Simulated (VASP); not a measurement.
Wanted: the native input for a VASP 6.6.1 run.

```yaml
Task: single point
Functional: LDA
Potentials_or_basis: VASP PAW LDA potentials, release 64 (Ba_sv)
Cutoff: 520 eV
k_mesh: 15 × 15 × 12
Occupations: gaussian, width 0.15 eV
Spin: no spin polarisation
Dipole_correction: no
Further_INCAR_settings: ALGO = Fast; EDIFF = 1e-06; NBANDS = 11
```

The structure of Ba lies in POSCAR:

```
Ba
1.0
    4.3116136979      0.0000000000      0.0000000000
   -2.1558068490      3.3605702943      0.0000000000
    0.0000000000      0.0000000000      3.9134133000
Ba
1
Direct
    0.0000000000      0.0000000000      0.0000000000
```

This cell differs from its parent crystal: strain -0.1000 x Voigt [0, 1, 0, 0, 0, 0].

The input as run:

INCAR

```
  ALGO = Fast
  EDIFF = 1E-6
  ENCUT = 520
  GGA = CA
  ISIF = 2
  ISMEAR = 0
  LASPH = True
  LCHARG = False
  LREAL = False
  LWAVE = False
  NBANDS = 11
  NELM = 80
  PREC = Accurate
  SIGMA = 0.15
```

KPOINTS

```
k-points
0
Gamma
  15 15 12
```

Potentials or basis: VASP PAW LDA potentials, release 64 (Ba_sv).

Launch:

```sh
$ cat potpaw_LDA.64/Ba_sv/POTCAR > POTCAR
$ mpirun -np 1 vasp_std > vasp.out
```

Results of the run:

The pressure is -0.6 GPa and the band gap on the k mesh is zero (band 5 reaches 2.10 eV, above the bottom of band 6 at 1.50 eV).

Caveat: the cell differs from its parent crystal (strain -0.1000 x Voigt [0, 1, 0, 0, 0, 0]); spin-orbit coupling is left out, which moves the levels of the heavy elements.

Run time: 120 s on 1 thread of Intel Xeon 6975P-C (shared host), peak memory 0.37 GiB.
